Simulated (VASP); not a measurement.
# GaB12 (Fm-3m) in VASP: notebook

The runs below take GaB12 through single point, relaxation of cell and atoms, with PBE.

Everything below comes from runs of VASP 6.6.1. Logs are shortened: lines on timing, memory, paths and dates and some standing lists are left out, and cuts for length are marked.

### 1 The cell of the first run

The structure is cubic, space group Fm-3m (No. 225). The conventional cell has a = 7.404 Å, b = 7.404 Å, c = 7.404 Å, α = 90.00°, β = 90.00°, γ = 90.00°. Within 3.6 Å of Ga (site symmetry m-3m) lie 24 B at 2.75 Å. B (site symmetry mm2) has 5 B at 1.71 to 1.76 Å within 2.3 Å.

### 2 Single point, PBE

Contents of INCAR:

```
  ALGO = Normal
  EDIFF = 1E-6
  ENCUT = 520
  GGA = PE
  ISIF = 2
  ISMEAR = 0
  LASPH = True
  LCHARG = True
  LELF = True
  LREAL = False
  LVHAR = True
  LWAVE = False
  NBANDS = 36
  NELM = 100
  PREC = Accurate
  SIGMA = 0.1
```

Contents of KPOINTS:

```
k-points
0
Gamma
  4 4 4
```

Contents of POSCAR:

```
GaB12
1.0
    0.0000000000      3.7020677900      3.7020677900
    3.7020677900      0.0000000000      3.7020677900
    3.7020677900      3.7020677900      0.0000000000
Ga B
1 12
Direct
    0.0000000000      0.0000000000      0.0000000000
    0.8370000100      0.5000000000      0.5000000000
    0.8370000100      0.5000000000      0.1629999900
    0.5000000000      0.8370000100      0.1629999900
    0.5000000000      0.8370000100      0.5000000000
    0.1629999900      0.5000000000      0.5000000000
    0.5000000000      0.1629999900      0.5000000000
    0.5000000000      0.1629999900      0.8370000100
    0.1629999900      0.5000000000      0.8370000100
    0.1629999900      0.8370000100      0.5000000000
    0.5000000000      0.5000000000      0.8370000100
    0.5000000000      0.5000000000      0.1629999900
    0.8370000100      0.1629999900      0.5000000000
```

Potentials or basis: VASP PAW PBE potentials, release 64 (Ga_d, B).

Command:

```
> cat potpaw_PBE.64/Ga_d/POTCAR potpaw_PBE.64/B/POTCAR > POTCAR
> mpirun -np 1 vasp_std > vasp.out
```

OUTCAR:

```text
EDIFF = 1E-6
   ENCUT = 520
   GGA = PE
   ISIF = 2
   ISMEAR = 0
   LASPH = True
   LREAL = False
   NELM = 100
   PREC = Accurate

 ion  position               nearest neighbor table
   1  0.000  0.000  0.000-
   2  0.837  0.500  0.500-   6 1.71   5 1.76   3 1.76  11 1.76  13 1.76
   3  0.837  0.500  0.163-   9 1.71   4 1.76   2 1.76  12 1.76  13 1.76
   4  0.500  0.837  0.163-   8 1.71   5 1.76   3 1.76  10 1.76  12 1.76
   5  0.500  0.837  0.500-   7 1.71   4 1.76   2 1.76  10 1.76  11 1.76
   6  0.163  0.500  0.500-   2 1.71   7 1.76   9 1.76  10 1.76  12 1.76
   7  0.500  0.163  0.500-   5 1.71   6 1.76   8 1.76  12 1.76  13 1.76
   8  0.500  0.163  0.837-   4 1.71   7 1.76   9 1.76  11 1.76  13 1.76
   9  0.163  0.500  0.837-   3 1.71   6 1.76   8 1.76  10 1.76  11 1.76
  10  0.163  0.837  0.500-  13 1.71   5 1.76   6 1.76   9 1.76   4 1.76
  11  0.500  0.500  0.837-  12 1.71   5 1.76   8 1.76   9 1.76   2 1.76
  12  0.500  0.500  0.163-  11 1.71   4 1.76   6 1.76   7 1.76   3 1.76
  13  0.837  0.163  0.500-  10 1.71   3 1.76   7 1.76   8 1.76   2 1.76

  LATTYP: Found a face centered cubic cell.
 ALAT       =     7.4041355800

  Lattice vectors:

 A1 = (   0.0000000000,   3.7020677900,   3.7020677900)
 A2 = (   3.7020677900,   0.0000000000,   3.7020677900)
 A3 = (   3.7020677900,   3.7020677900,   0.0000000000)

Analysis of symmetry for initial positions (statically):
=====================================================================
 Subroutine PRICEL returns:
 Original cell was already a primitive cell.

 Routine SETGRP: Setting up the symmetry group for a
 face centered cubic supercell.

 Subroutine GETGRP returns: Found 48 space group operations
 (whereof 48 operations were pure point group operations)
 out of a pool of 48 trial point group operations.

The static configuration has the point symmetry O_h .

Analysis of symmetry for dynamics (positions and initial velocities):
=====================================================================
 Subroutine PRICEL returns:
 Original cell was already a primitive cell.

 Routine SETGRP: Setting up the symmetry group for a
 face centered cubic supercell.

 Subroutine GETGRP returns: Found 48 space group operations
 (whereof 48 operations were pure point group operations)
 out of a pool of 48 trial point group operations.

The dynamic configuration has the point symmetry O_h .
[... 114 lines left out ...]
   PSTRESS=    0.0 pullay stress
   NELECT =      49.0000    total number of electrons
   NUPDOWN=      -1.0000    fix difference up-down
   EMIN   =  10.00;   EMAX   =-10.00  energy-range for DOS
   EFERMI =   0.00;   METHOD = LEGACY
   ISMEAR =     0;   SIGMA  =   0.10  broadening in eV -4-tet -1-fermi 0-gaus
   EFERMI_NEDOS =   21; number of points for ismear=-14 and -15
   IALGO  =     38    algorithm
   IMIX   =      4    mixing-type and parameters
     AMIX     =   0.40;   BMIX     =  1.00
     AMIX_MAG =   1.60;   BMIX_MAG =  1.00
  volume/ion in A,a.u.               =       7.81        52.68
  Fermi-wavevector in a.u.,A,eV,Ry     =   1.284357  2.427083 22.443809  1.649573
  Thomas-Fermi vector in A             =   2.416556
   LORBIT       =      0    0 simple, 1 ext, 2 COOP (PROOUT), +10 PAW based schemes
   GGA     = PE    functional components
   LHFCALC =     F    Hartree Fock is set to
   AEXX    =    0.0000 exact exchange contribution
   IVDW    =     0    specifies the selected vdW correction
   LEPSILON=     F    determine dielectric tensor
   LRPA    =     F    only Hartree local field effects (RPA)
 non-spin polarized calculation
 Gauss-broadening in eV      SIGMA  =   0.10
  energy-cutoff  :      520.00
  volume of cell :      101.48
 maximum number of plane-waves:      2764
 NGX is ok and might be reduce to    40
   NGX = 19   NGY = 19   NGZ = 19

 number of electron      49.0000012 magnetization

 Free energy of the ion-electron system (eV)
  ---------------------------------------------------
  ext. energy  EPLUGINS =         0.00000000
  ---------------------------------------------------
  free energy    TOTEN  =       -80.32881306 eV

  energy without entropy =      -80.30249525  energy(sigma->0) =      -80.31565416

 E-fermi :   6.2971     XC(G=0): -11.7793

 val. band max:        5.7266957801   @ k =   0.2500   0.2500   0.0000
 cond. band min:       6.3000072764   @ k =   0.5000   0.2500   0.0000
 fundamental gap:      0.5733114963
 Fermi energy:         6.2971309456

 k-point     1 :       0.0000    0.0000    0.0000
  band No.  band energies     occupation
      1      -9.0967      2.00000
      2      -8.7333      2.00000
      3      -8.7333      2.00000
      4      -8.7205      2.00000
      5      -8.7205      2.00000
      6      -8.7205      2.00000
[... 301 lines left out ...]
     35      12.6921      0.00000
     36      13.3258      0.00000

------------------------ aborting loop because EDIFF is reached ----------------------------------------

  FORCE on cell =-STRESS in cart. coord.  units (eV):
  Direction    XX          YY          ZZ          XY          YZ          ZX
  --------------------------------------------------------------------------------------
  -------------------------------------------------------------------------------------
  Total        4.1245581      4.1245581      4.1245581     -0.0000000      0.0000000      0.0000000
  in kB       65.1215780     65.1215780     65.1215780     -0.0000000      0.0000000      0.0000000
  external PRESSURE =      65.1215780 kB  Pullay stress =       0.0000000 kB

 VOLUME and BASIS-vectors are now :
 -----------------------------------------------------------------------------
  energy-cutoff  :      520.00
  volume of cell :      101.48
      direct lattice vectors                 reciprocal lattice vectors
     0.000000000  3.702067790  3.702067790    -0.135059655  0.135059655  0.135059655
     3.702067790  0.000000000  3.702067790     0.135059655 -0.135059655  0.135059655
     3.702067790  3.702067790  0.000000000     0.135059655  0.135059655 -0.135059655

 POSITION                                       TOTAL-FORCE (eV/Angst)
 -----------------------------------------------------------------------------------
      0.00000      0.00000      0.00000        -0.000000      0.000000     -0.000000
      3.70207      4.94966      4.94966        -0.000000      0.168108      0.168108
      2.45447      3.70207      4.94966        -0.168108      0.000000      0.168108
      3.70207      2.45447      4.94966        -0.000000     -0.168108      0.168108
      4.94966      3.70207      4.94966         0.168108     -0.000000      0.168108
      3.70207      2.45447      2.45447        -0.000000     -0.168108     -0.168108
      2.45447      3.70207      2.45447        -0.168108      0.000000     -0.168108
      3.70207      4.94966      2.45447        -0.000000      0.168108     -0.168108
      4.94966      3.70207      2.45447         0.168108      0.000000     -0.168108
      4.94966      2.45447      3.70207         0.168108     -0.168108     -0.000000
      4.94966      4.94966      3.70207         0.168108      0.168108     -0.000000
      2.45447      2.45447      3.70207        -0.168108     -0.168108     -0.000000
      2.45447      4.94966      3.70207        -0.168108      0.168108     -0.000000
 -----------------------------------------------------------------------------------
    total drift:                                0.000000     -0.000000     -0.000000

  FREE ENERGIE OF THE ION-ELECTRON SYSTEM (eV)
  ---------------------------------------------------
  free  energy   TOTEN  =       -80.3288130629 eV

  energy  without entropy=      -80.3024952482  energy(sigma->0) =      -80.31565416
```

stdout:

```text
POSCAR found type information on POSCAR GaB
 POSCAR found :  2 types and      13 ions
 scaLAPACK will be used
 LDA part: xc-table for (Slater+PW92), standard interpolation
 POSCAR, INCAR and KPOINTS ok, starting setup
 FFT: planning ... GRIDC
 FFT: planning ... GRID_SOFT
 FFT: planning ... GRID
 WAVECAR not read
 entering main loop
```

Run time: 22 s. Hardware: 1 thread of AMD EPYC 9R45 (Zen 5), shared host; peak memory 0.2 GiB.

Results:

- Free energy: -80.3288 eV
- Pressure: 6.5 GPa
- Largest force: 0.238 eV/Å

Forces in eV/Å, atoms in the order of the input:
```
Ga   0.000  0.000  0.000
B    0.000  0.168  0.168
B   -0.168  0.000  0.168
B    0.000 -0.168  0.168
B    0.168  0.000  0.168
B    0.000 -0.168 -0.168
B   -0.168  0.000 -0.168
B    0.000  0.168 -0.168
B    0.168  0.000 -0.168
B    0.168 -0.168  0.000
B    0.168  0.168  0.000
B   -0.168 -0.168  0.000
B   -0.168  0.168  0.000
```

Levels at points of the mesh, in eV from the Fermi level:
```csv
k point,band 22,band 23,band 24,band 25,band 26,band 27
"(0.00, 0.00, 0.00)",-1.15,-1.15,-0.61,-0.61,3.34,3.34
"(0.50, 0.00, 0.00)",-1.55,-1.10,-1.10,0.89,1.43,1.43
"(0.50, 0.50, 0.00)",-2.46,-1.80,-1.58,-0.76,0.02,0.02
```

Caveat: the k points lie up to 0.37 Å⁻¹ apart.

### 3 Single point, PBE

This run uses another cell than the first one, of 8.05 Å³/atom, 1.031 times its volume.

Contents of INCAR:

```
SYSTEM = GaB12
  ALGO = Normal
  EDIFF = 1E-6
  ENCUT = 520
  GGA = PE
  ISIF = 2
  ISMEAR = 0
  LASPH = .TRUE.
  LCHARG = .FALSE.
  LREAL = .FALSE.
  LWAVE = .FALSE.
  NBANDS = 36
  NELM = 100
  PREC = Accurate
  SIGMA = 0.1
```

Contents of KPOINTS:

```
k-points
0
G
  4 4 4
  0 0 0
```

Contents of POSCAR:

```
GaB12
1.0
    0.0000000000      3.7404859662      3.7404859662
    3.7404859662      0.0000000000      3.7404859662
    3.7404859662      3.7404859662      0.0000000000
Ga B
1 12
Direct
    0.0000000000      0.0000000000      0.0000000000
    0.8375701095      0.5000000000      0.5000000000
    0.8375701095      0.5000000000      0.1624298905
    0.5000000000      0.8375701095      0.1624298905
    0.5000000000      0.8375701095      0.5000000000
    0.1624298905      0.5000000000      0.5000000000
    0.5000000000      0.1624298905      0.5000000000
    0.5000000000      0.1624298905      0.8375701095
    0.1624298905      0.5000000000      0.8375701095
    0.1624298905      0.8375701095      0.5000000000
    0.5000000000      0.5000000000      0.8375701095
    0.5000000000      0.5000000000      0.1624298905
    0.8375701095      0.1624298905      0.5000000000
```

Potentials or basis: VASP PAW PBE potentials, release 64 (Ga_d, B).

Command:

```
> cat potpaw_PBE.64/Ga_d/POTCAR potpaw_PBE.64/B/POTCAR > POTCAR
> mpirun -np 1 vasp_std > vasp.out
```

Run time: 21 s. Hardware: 1 thread of AMD EPYC 9R45 (Zen 5), shared host; peak memory 0.2 GiB.

Results (log left out):

* Free energy: -80.4004 eV
* Pressure: 0.2 GPa
* Largest force: 0.018 eV/Å

Forces on the atoms (eV/Å):
```
Ga   0.000  0.000  0.000
B    0.000  0.012  0.012
B   -0.012  0.000  0.012
B    0.000 -0.012  0.012
B    0.012  0.000  0.012
B    0.000 -0.012 -0.012
B   -0.012  0.000 -0.012
B    0.000  0.012 -0.012
B    0.012  0.000 -0.012
B    0.012 -0.012  0.000
B    0.012  0.012  0.000
B   -0.012 -0.012  0.000
B   -0.012  0.012  0.000
```

Levels at points of the mesh, in eV from the Fermi level:
```
           k point  band 22  band 23  band 24  band 25  band 26  band 27  band 28  band 29
(0.00, 0.00, 0.00)    -1.08    -1.08    -0.57    -0.57     3.26     3.26     3.26     4.59
(0.50, 0.00, 0.00)    -1.45    -1.06    -1.06     0.84     1.47     1.47     3.10     4.15
(0.50, 0.50, 0.00)    -2.35    -1.68    -1.53    -0.78     0.08     0.08     4.26     4.80
```

Caveat: the k points lie up to 0.36 Å⁻¹ apart.

### 4 Relaxation of cell and atoms, PBE

Contents of INCAR:

```
SYSTEM = GaB12
PREC = Accurate
ENCUT = 600
EDIFF = 1E-6
ISMEAR = 0
SIGMA = 0.1
LREAL = .False.
LASPH = .True.
NELM = 100
ALGO = Normal
ISIF = 3
LWAVE = .False.
LCHARG = .False.
GGA = PE
IBRION = 2
NSW = 90
EDIFFG = -0.04
```

Contents of KPOINTS:

```
Automatic mesh
0
Gamma
  4 4 4
  0 0 0
```

Contents of POSCAR:

```
GaB12
1.0
    0.0000000000      3.7020677900      3.7020677900
    3.7020677900      0.0000000000      3.7020677900
    3.7020677900      3.7020677900      0.0000000000
Ga B
1 12
Direct
    0.0000000000      0.0000000000      0.0000000000
    0.8370000100      0.5000000000      0.5000000000
    0.8370000100      0.5000000000      0.1629999900
    0.5000000000      0.8370000100      0.1629999900
    0.5000000000      0.8370000100      0.5000000000
    0.1629999900      0.5000000000      0.5000000000
    0.5000000000      0.1629999900      0.5000000000
    0.5000000000      0.1629999900      0.8370000100
    0.1629999900      0.5000000000      0.8370000100
    0.1629999900      0.8370000100      0.5000000000
    0.5000000000      0.5000000000      0.8370000100
    0.5000000000      0.5000000000      0.1629999900
    0.8370000100      0.1629999900      0.5000000000
```

Command:

```
> cat potpaw_PBE.64/Ga_d/POTCAR potpaw_PBE.64/B/POTCAR > POTCAR
> mpirun -np 1 vasp_std > vasp.out
```

It took 70 s on 1 thread of AMD EPYC 9R45 (Zen 5), shared host; peak memory 0.24 GiB.

It converged, with:

```
Free energy                            : -80.4081 eV
Relaxed volume                         : 8.06 Å³/atom
Relaxed cell                           : a = 5.291 Å, b = 5.291 Å, c = 5.291 Å, α = 60.00°, β = 60.00°, γ = 60.00°
Space group after relaxing (to 0.05 Å) : Fm-3m (No. 225)
Energy gained by relaxing              : 5.3 meV/atom
Ionic steps                            : 5
Pressure after relaxing                : 0.0 GPa
```

The path:
```csv
step,energy change (eV),largest force (eV/Å),pressure (GPa),volume (Å³)
1,0.0000,0.2392,6.47,101.48
2,-0.0388,0.3483,-2.86,106.18
3,-0.0655,0.1313,0.59,104.30
4,-0.0684,0.0564,-0.33,104.96
5,-0.0692,0.0016,-0.03,104.75
```

Final structure:
```
Ga B
1.0
     0.00000    3.74151    3.74151
     3.74151    0.00000    3.74151
     3.74151    3.74151    0.00000
Ga B
1 12
Direct
  0.00000 0.00000 0.00000
  0.83766 0.50000 0.50000
  0.83766 0.50000 0.16234
  0.50000 0.83766 0.16234
  0.50000 0.83766 0.50000
  0.16234 0.50000 0.50000
  0.50000 0.16234 0.50000
  0.50000 0.16234 0.83766
  0.16234 0.50000 0.83766
  0.16234 0.83766 0.50000
  0.50000 0.50000 0.83766
  0.50000 0.50000 0.16234
  0.83766 0.16234 0.50000
```

Levels at points of the mesh, in eV from the Fermi level:
| k point | band 22 | band 23 | band 24 | band 25 | band 26 | band 27 | band 28 | band 29 |
| --- | --- | --- | --- | --- | --- | --- | --- | --- |
| (0.00, 0.00, 0.00) | -1.07 | -1.07 | -0.57 | -0.57 | 3.25 | 3.25 | 3.25 | 4.59 |
| (0.50, 0.00, 0.00) | -1.44 | -1.06 | -1.06 | 0.84 | 1.47 | 1.47 | 3.10 | 4.15 |
| (0.50, 0.50, 0.00) | -2.34 | -1.67 | -1.53 | -0.78 | 0.08 | 0.08 | 4.26 | 4.79 |

Caveat: the k points lie up to 0.36 Å⁻¹ apart in the final cell.

### 5 Single point, PBE

This run uses another cell than the first one, of 8.07 Å³/atom, 1.034 times its volume.

Contents of INCAR:

```
SYSTEM = GaB12
PREC = Accurate
ENCUT = 520
EDIFF = 1E-7
ISMEAR = 0
SIGMA = 0.1
LREAL = .False.
LASPH = .True.
NELM = 60
ALGO = Normal
ISIF = 2
LWAVE = .False.
LCHARG = .True.
GGA = PE
LELF = .True.
LVHAR = .True.
NBANDS = 36
```

Contents of KPOINTS:

```
regular mesh
0
Gamma
  10 10 10
  0 0 0
```

Contents of POSCAR:

```
GaB12
1.0
    0.0000000000      3.7430576571      3.7430576571
    3.7430576571      0.0000000000      3.7430576571
    3.7430576571      3.7430576571      0.0000000000
Ga B
1 12
Direct
    0.0000000000      0.0000000000      0.0000000000
    0.8374387604      0.5000000000      0.5000000000
    0.8374387604      0.5000000000      0.1625612396
    0.5000000000      0.8374387604      0.1625612396
    0.5000000000      0.8374387604      0.5000000000
    0.1625612396      0.5000000000      0.5000000000
    0.5000000000      0.1625612396      0.5000000000
    0.5000000000      0.1625612396      0.8374387604
    0.1625612396      0.5000000000      0.8374387604
    0.1625612396      0.8374387604      0.5000000000
    0.5000000000      0.5000000000      0.8374387604
    0.5000000000      0.5000000000      0.1625612396
    0.8374387604      0.1625612396      0.5000000000
```

Command:

```
> cat potpaw_PBE.64/Ga_d/POTCAR potpaw_PBE.64/B/POTCAR > POTCAR
> mpirun -np 1 vasp_std > vasp.out
```

Run time: 95 s. Hardware: 1 thread of AMD EPYC 9R45 (Zen 5), shared host; peak memory 0.28 GiB.

Results (log left out):

| Property | Result |
| --- | --- |
| Free energy | -80.3746 eV |
| Pressure | 0.0 GPa |
| Largest force | 0.003 eV/Å |

Forces on the atoms (eV/Å):
```
Ga   0.000  0.000  0.000
B    0.000  0.002  0.002
B   -0.002  0.000  0.002
B    0.000 -0.002  0.002
B    0.002  0.000  0.002
B    0.000 -0.002 -0.002
B   -0.002  0.000 -0.002
B    0.000  0.002 -0.002
B    0.002  0.000 -0.002
B    0.002 -0.002  0.000
B    0.002  0.002  0.000
B   -0.002 -0.002  0.000
B   -0.002  0.002  0.000
```

Levels at points of the mesh, in eV from the Fermi level:
| k point | band 22 | band 23 | band 24 | band 25 | band 26 | band 27 | band 28 | band 29 |
| --- | --- | --- | --- | --- | --- | --- | --- | --- |
| (0.00, 0.00, 0.00) | -1.11 | -1.11 | -0.60 | -0.60 | 3.22 | 3.22 | 3.22 | 4.56 |
| (0.50, 0.00, 0.00) | -1.48 | -1.09 | -1.09 | 0.81 | 1.44 | 1.44 | 3.07 | 4.13 |
| (0.50, 0.50, 0.00) | -2.38 | -1.71 | -1.56 | -0.81 | 0.05 | 0.05 | 4.22 | 4.76 |

### 6 Overview

| task | cell | k mesh | cutoff (eV) | gap on the mesh (eV) | pressure (GPa) | largest force (eV/Å) |
| --- | --- | --- | --- | --- | --- | --- |
| single point | a = 5.236 Å, angles 60.0°, 13 atoms | 4 × 4 × 4 | 520 | none | 6.5 | 0.24 |
| single point | a = 5.290 Å, angles 60.0°, 13 atoms | 4 × 4 × 4 | 520 | none | 0.2 | 0.02 |
| relaxation of cell and atoms | relaxed from a = 5.236 Å, angles 60.0°, 13 atoms | 4 × 4 × 4 | 600 | none | 0.0 | - |
| single point | a = 5.293 Å, angles 60.0°, 13 atoms | 10 × 10 × 10 | 520 | none | 0.0 | - |

Alike in all rows: level PBE; potentials or basis VASP PAW PBE potentials, release 64 (Ga_d, B); no spin polarisation; smearing gaussian 0.1 eV.

Caveats: some runs use coarse meshes.

Total energies depend on the potentials used, so only differences within one code and one set of settings carry meaning.
